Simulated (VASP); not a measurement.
MnO2:

```
Mn O
1.0
     2.85658    0.00000    0.00000
    -1.42829    2.47387    0.00000
     0.00000    0.00000    4.60137
Mn O
1 2
Cartesian
  0.0000 0.0000 2.3007
  0.0000 1.6492 3.2499
  1.4283 0.8246 1.3515
```

Base run:

| Quantity | Value |
| --- | --- |
| Program | VASP 6.6.1 |
| Functional | LDA |
| Potentials or basis | VASP PAW LDA potentials, release 64 (Mn_sv, O) |
| Cutoff | 700 eV |
| k mesh | 11 × 11 × 6 |
| Occupations | fermi-dirac, width 0.05 eV |
| Spin | collinear spin, ferromagnetic start |
| Starting moments | [4.0, 0.0, 0.0] μB |

Its results: band gap on the k mesh 0.33 eV (least direct gap 0.36 eV); pressure -8.8 GPa; net moment 3.00 μB per cell; site moments Mn +2.67; O +0.06 μB; largest force 0.531 eV/Å.

Problem. The run is repeated on the same cell with these changes: functional from LDA to PBEsol; potentials or basis from VASP PAW LDA potentials, release 64 (Mn_sv, O) to VASP PAW PBE potentials, release 64 (Mn_sv, O). What comes out?

Solution. Band gap on the k mesh 0.72 eV (least direct gap 0.77 eV); pressure -2.4 GPa; net moment 3.00 μB per cell; site moments Mn +2.72; O +0.04 μB; largest force 0.176 eV/Å.

Caveats: a cell with one magnetic atom can't hold antiferromagnetic order, which such compounds often take; the cell stands under tension (at least some runs); the PAW data sets were made with another functional, which shifts forces and pressure a little (at least some runs).

A k mesh can miss the band edges.
